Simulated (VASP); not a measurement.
# CdSe (Fm-3m) in VASP: settings compared, part 3 of 3

VASP 6.6.1. The steps go on from the part before.

**4. Single point, LDA (volume scaled by 1.02)**

The input, INCAR:

```
SYSTEM = CdSe
PREC = Accurate
ENCUT = 520
EDIFF = 1E-6
ISMEAR = -1
SIGMA = 0.05
LREAL = .FALSE.
LASPH = .TRUE.
NELM = 60
ALGO = Normal
ISIF = 2
LWAVE = .FALSE.
LCHARG = .FALSE.
NBANDS = 16
```

The input, KPOINTS:

```
Automatic mesh
0
G
  8 8 8
  0 0 0
```

The input, POSCAR:

```
CdSe
1.0
    0.0000000000      2.8929913891      2.8929913891
    2.8929913891      0.0000000000      2.8929913891
    2.8929913891      2.8929913891      0.0000000000
Cd Se
1 1
Direct
    0.0000000000      0.0000000000      0.0000000000
    0.5000000000      0.5000000000      0.5000000000
```

Potentials or basis: VASP PAW LDA potentials, release 64 (Cd, Se).

On the command line:

```console
$ cat potpaw_LDA.64/Cd/POTCAR potpaw_LDA.64/Se/POTCAR > POTCAR
$ mpirun -np 1 vasp_std > vasp.out
```

OUTCAR:

```text
SYSTEM = CdSe
   PREC = Accurate
   ENCUT = 520
   EDIFF = 1E-6
   ISMEAR = -1
   LREAL = .FALSE.
   LASPH = .TRUE.
   NELM = 60
   ISIF = 2

 ion  position               nearest neighbor table
   1  0.000  0.000  0.000-   2 2.89   2 2.89   2 2.89   2 2.89   2 2.89   2 2.89
   2  0.500  0.500  0.500-   1 2.89   1 2.89   1 2.89   1 2.89   1 2.89   1 2.89

  LATTYP: Found a face centered cubic cell.
 ALAT       =     5.7859827782

  Lattice vectors:

 A1 = (   0.0000000000,   2.8929913891,   2.8929913891)
 A2 = (   2.8929913891,   0.0000000000,   2.8929913891)
 A3 = (   2.8929913891,   2.8929913891,   0.0000000000)

Analysis of symmetry for initial positions (statically):
=====================================================================
 Subroutine PRICEL returns:
 Original cell was already a primitive cell.

 Routine SETGRP: Setting up the symmetry group for a
 face centered cubic supercell.

 Subroutine GETGRP returns: Found 48 space group operations
 (whereof 48 operations were pure point group operations)
 out of a pool of 48 trial point group operations.

The static configuration has the point symmetry O_h .

Analysis of symmetry for dynamics (positions and initial velocities):
=====================================================================
 Subroutine PRICEL returns:
 Original cell was already a primitive cell.

 Routine SETGRP: Setting up the symmetry group for a
 face centered cubic supercell.

 Subroutine GETGRP returns: Found 48 space group operations
 (whereof 48 operations were pure point group operations)
 out of a pool of 48 trial point group operations.

The dynamic configuration has the point symmetry O_h .

 Subroutine INISYM returns: Found 48 space group operations
 (whereof 48 operations are pure point group operations),
 and found     1 'primitive' translations

----------------------------------------------------------------------------------------

                                     Primitive cell

  volume of cell :      48.4252

  direct lattice vectors                    reciprocal lattice vectors
     0.000000000  2.892991389  2.892991389    -0.172831486  0.172831486  0.172831486
     2.892991389  0.000000000  2.892991389     0.172831486 -0.172831486  0.172831486
     2.892991389  2.892991389  0.000000000     0.172831486  0.172831486 -0.172831486

  length of vectors
     4.091307658  4.091307658  4.091307658     0.299352914  0.299352914  0.299352914

  position of ions in fractional coordinates (direct lattice)
     0.000000000  0.000000000  0.000000000
     0.500000000  0.500000000  0.500000000

  ion indices of the primitive-cell ions
   primitive index   ion index
                 1           1
                 2           2

----------------------------------------------------------------------------------------

 KPOINTS: Automatic mesh

Automatic generation of k-mesh.
 Grid dimensions read from file:
 generate k-points for:    8    8    8

 Generating k-lattice:

  Cartesian coordinates                     Fractional coordinates (reciprocal lattice)
    -0.021603936  0.021603936  0.021603936     0.125000000  0.000000000  0.000000000
     0.021603936 -0.021603936  0.021603936     0.000000000  0.125000000  0.000000000
     0.021603936  0.021603936 -0.021603936     0.000000000  0.000000000  0.125000000

  Length of vectors
     0.037419114  0.037419114  0.037419114

  Shift w.r.t. Gamma in fractional coordinates (k-lattice)
     0.000000000  0.000000000  0.000000000

 Subroutine IBZKPT returns following result:
 ===========================================

 Found     29 irreducible k-points:

 Following reciprocal coordinates:
            Coordinates               Weight
  0.000000  0.000000  0.000000      1.000000
  0.125000  0.000000  0.000000      8.000000
  0.250000  0.000000  0.000000      8.000000
  0.375000  0.000000  0.000000      8.000000
  0.500000  0.000000  0.000000      4.000000
  0.125000  0.125000  0.000000      6.000000
[... 16 lines left out ...]
  0.500000  0.250000  0.125000     48.000000
 -0.375000  0.250000  0.125000     24.000000
 [... further k-points ...]
   k-points           NKPTS =     29   k-points in BZ     NKDIM =     29   number of bands    NBANDS=     16
   number of dos      NEDOS =    301   number of ions     NIONS =      2
   total plane-waves  NPLWV =  27000
   dimension x,y,z NGX =    30 NGY =   30 NGZ =   30
   dimension x,y,z NGXF=    60 NGYF=   60 NGZF=   60
   ions per type =               1   1
   NGX,Y,Z   is equivalent  to a cutoff of  12.19, 12.19, 12.19 a.u.
   NGXF,Y,Z  is equivalent  to a cutoff of  24.38, 24.38, 24.38 a.u.
 SYSTEM =  CdSe
   PREC   = accura    normal or accurate (medium, high low for compatibility)
   ISTART =      0    job   : 0-new  1-cont  2-samecut
   ICHARG =      2    charge: 1-file 2-atom 10-const
   ISPIN  =      1    spin polarized calculation?
   LNONCOLLINEAR =      F non collinear calculations
   LSORBIT =      F    spin-orbit coupling
   LASPH  =      T    aspherical Exc in radial PAW
   ENCUT  =  520.0 eV  38.22 Ry    6.18 a.u.   7.61  7.61  7.61*2*pi/ulx,y,z
   NELM   =     60;   NELMIN=  2; NELMDL= -5     # of ELM steps
   EDIFF  = 0.1E-05   stopping-criterion for ELM
   LREAL  =      F    real-space projection
   EDIFFG = 0.1E-04   stopping-criterion for IOM
   NSW    =      0    number of steps for IOM
   IBRION =     -1    ionic relax: 0-MD 1-quasi-New 2-CG
   NFREE  =      0    steps in history (QN), initial steepest desc. (CG)
   ISIF   =      2    stress and relaxation
   ISYM   =      2    0-nonsym 1-usesym 2-fastsym
   POTIM  = 0.5000    time-step for ionic-motion
   TEBEG  =    0.0;   TEEND  =   0.0 temperature during run
   PSTRESS=    0.0 pullay stress
   NELECT =      18.0000    total number of electrons
   NUPDOWN=      -1.0000    fix difference up-down
   EMIN   =  10.00;   EMAX   =-10.00  energy-range for DOS
   EFERMI =   0.00;   METHOD = LEGACY
   ISMEAR =    -1;   SIGMA  =   0.05  broadening in eV -4-tet -1-fermi 0-gaus
   EFERMI_NEDOS =   21; number of points for ismear=-14 and -15
   IALGO  =     38    algorithm
   IMIX   =      4    mixing-type and parameters
     AMIX     =   0.40;   BMIX     =  1.00
     AMIX_MAG =   1.60;   BMIX_MAG =  1.00
  volume/ion in A,a.u.               =      24.21       163.39
  Fermi-wavevector in a.u.,A,eV,Ry     =   1.177087  2.224372 18.851329  1.385534
  Thomas-Fermi vector in A             =   2.313440
   LORBIT       =      0    0 simple, 1 ext, 2 COOP (PROOUT), +10 PAW based schemes
   GGA     = CA    functional components
   LHFCALC =     F    Hartree Fock is set to
   AEXX    =    0.0000 exact exchange contribution
   IVDW    =     0    specifies the selected vdW correction
   LEPSILON=     F    determine dielectric tensor
   LRPA    =     F    only Hartree local field effects (RPA)
 non-spin polarized calculation
  energy-cutoff  :      520.00
  volume of cell :       48.43
 maximum number of plane-waves:      1323
   NGX = 15   NGY = 15   NGZ = 15

 number of electron      18.0000008 magnetization

 Free energy of the ion-electron system (eV)
  ---------------------------------------------------
  ext. energy  EPLUGINS =         0.00000000
  ---------------------------------------------------
  free energy    TOTEN  =        -6.48827547 eV

  energy without entropy =       -6.48444853  energy(sigma->0) =       -6.48636200

 E-fermi :   2.0737     XC(G=0): -10.2337

 val. band max:        1.9835659220   @ k =  -0.2500   0.1250   0.0000
 cond. band min:       2.1836101882   @ k =   0.3750   0.3750   0.0000
 fundamental gap:      0.2000442662
 Fermi energy:         2.0736696925

 k-point     1 :       0.0000    0.0000    0.0000
  band No.  band energies     occupation
      1     -10.8175      2.00000
      2      -5.8878      2.00000
      3      -5.8878      2.00000
      4      -5.8688      2.00000
      5      -5.8688      2.00000
      6      -5.8688      2.00000
[... 8 lines left out ...]
     15      11.4267      0.00000
     16      11.4267      0.00000
[... 419 lines left out ...]
 k-point    24 :      -0.3750    0.2500    0.1250
  band No.  band energies     occupation
      1      -9.9579      2.00000
      2      -6.0348      2.00000
      3      -5.9148      2.00000
      4      -5.8979      2.00000
      5      -5.7272      2.00000
      6      -5.6750      2.00000
[... 8 lines left out ...]
     15      12.9634      0.00000
     16      15.7544      0.00000

 [... further k-points ...]

------------------------ aborting loop because EDIFF is reached ----------------------------------------

  FORCE on cell =-STRESS in cart. coord.  units (eV):
  Direction    XX          YY          ZZ          XY          YZ          ZX
  --------------------------------------------------------------------------------------
  -------------------------------------------------------------------------------------
  Total       -1.9730505     -1.9730505     -1.9730505     -0.0000000     -0.0000000      0.0000000
  in kB      -65.2795812    -65.2795812    -65.2795812     -0.0000000     -0.0000000      0.0000000
  external PRESSURE =     -65.2795812 kB  Pullay stress =       0.0000000 kB

 VOLUME and BASIS-vectors are now :
 -----------------------------------------------------------------------------
  energy-cutoff  :      520.00
  volume of cell :       48.43
      direct lattice vectors                 reciprocal lattice vectors
     0.000000000  2.892991389  2.892991389    -0.172831486  0.172831486  0.172831486
     2.892991389  0.000000000  2.892991389     0.172831486 -0.172831486  0.172831486
     2.892991389  2.892991389  0.000000000     0.172831486  0.172831486 -0.172831486

 POSITION                                       TOTAL-FORCE (eV/Angst)
 -----------------------------------------------------------------------------------
      0.00000      0.00000      0.00000        -0.000000     -0.000000      0.000000
      2.89299      2.89299      2.89299         0.000000      0.000000     -0.000000
 -----------------------------------------------------------------------------------
    total drift:                               -0.000000      0.000000      0.000000

  FREE ENERGIE OF THE ION-ELECTRON SYSTEM (eV)
  ---------------------------------------------------
  free  energy   TOTEN  =        -6.4882754664 eV

  energy  without entropy=       -6.4844485340  energy(sigma->0) =       -6.48636200
```

OSZICAR:

```text
N       E                     dE             d eps       ncg     rms          rms(c)
DAV:   1     0.992985289873E+02    0.99299E+02   -0.90588E+03   976   0.103E+03
DAV:   2    -0.329161391389E+01   -0.10259E+03   -0.96193E+02  1128   0.246E+02
DAV:   3    -0.689912913515E+01   -0.36075E+01   -0.35991E+01  1104   0.466E+01
DAV:   4    -0.691112501732E+01   -0.11996E-01   -0.11995E-01  1184   0.268E+00
DAV:   5    -0.691118142970E+01   -0.56412E-04   -0.56412E-04  1112   0.163E-01    0.505E+00
DAV:   6    -0.652075056675E+01    0.39043E+00   -0.59774E-01  1224   0.906E+00    0.435E+00
DAV:   7    -0.649305085674E+01    0.27700E-01   -0.90718E-02  1096   0.221E+00    0.207E+00
DAV:   8    -0.648852663724E+01    0.45242E-02   -0.99592E-03  1056   0.116E+00    0.176E-01
DAV:   9    -0.648828255769E+01    0.24408E-03   -0.87530E-04  1144   0.358E-01    0.360E-02
DAV:  10    -0.648827298028E+01    0.95774E-05   -0.94213E-05  1080   0.127E-01    0.307E-02
DAV:  11    -0.648827547347E+01   -0.24932E-05   -0.69697E-06  1072   0.240E-02    0.116E-02
DAV:  12    -0.648827546644E+01    0.70349E-08   -0.10562E-07   584   0.380E-03
   1 F= -.64882755E+01 E0= -.64863620E+01  d E =-.382693E-02
```

Run time: 8 s. Hardware: 1 thread of Intel Xeon 6975P-C (Granite Rapids), shared host; peak memory 0.15 GiB.

What came out:

```
Free energy            : -6.4883 eV
Pressure               : -6.5 GPa
Band gap on the k mesh : zero (band 9 reaches 1.98 eV, above the bottom of band 10 at 1.35 eV)
```

Levels at points of the mesh, in eV from the Fermi level:
```csv
k point,band 6,band 7,band 8,band 9,band 10,band 11,band 12,band 13
"(0.00, 0.00, 0.00)",-7.94,-0.67,-0.67,-0.67,-0.29,8.52,8.52,8.52
"(0.50, 0.00, 0.00)",-7.81,-4.98,-0.12,-0.12,2.80,5.05,5.05,5.51
"(0.50, 0.50, 0.00)",-7.32,-4.08,-2.08,-2.08,-0.73,5.36,9.31,9.87
```

**5. Summary**

```csv
level,potentials or basis,cell,gap on the mesh (eV),pressure (GPa)
PBEsol,"VASP PAW PBE potentials, release 64 (Cd, Se)","a = 4.037 Å, angles 60.0°, 2 atoms",none,-2.4
PBEsol,"VASP PAW PBE potentials, release 64 (Cd, Se)","a = 4.064 Å, angles 60.0°, 2 atoms",none,-3.5
LDA,"VASP PAW LDA potentials, release 64 (Cd, Se)","a = 4.091 Å, angles 60.0°, 2 atoms",none,-6.5
```

Alike in all rows: task single point; no spin polarisation; k mesh 8 × 8 × 8; cutoff (eV) 520; smearing fermi-dirac 0.05 eV.

Caveats: the PAW data sets were made with another functional, which shifts forces and pressure a little (some runs).

Total energies depend on the potentials used, so only differences within one code and one set of settings carry meaning.
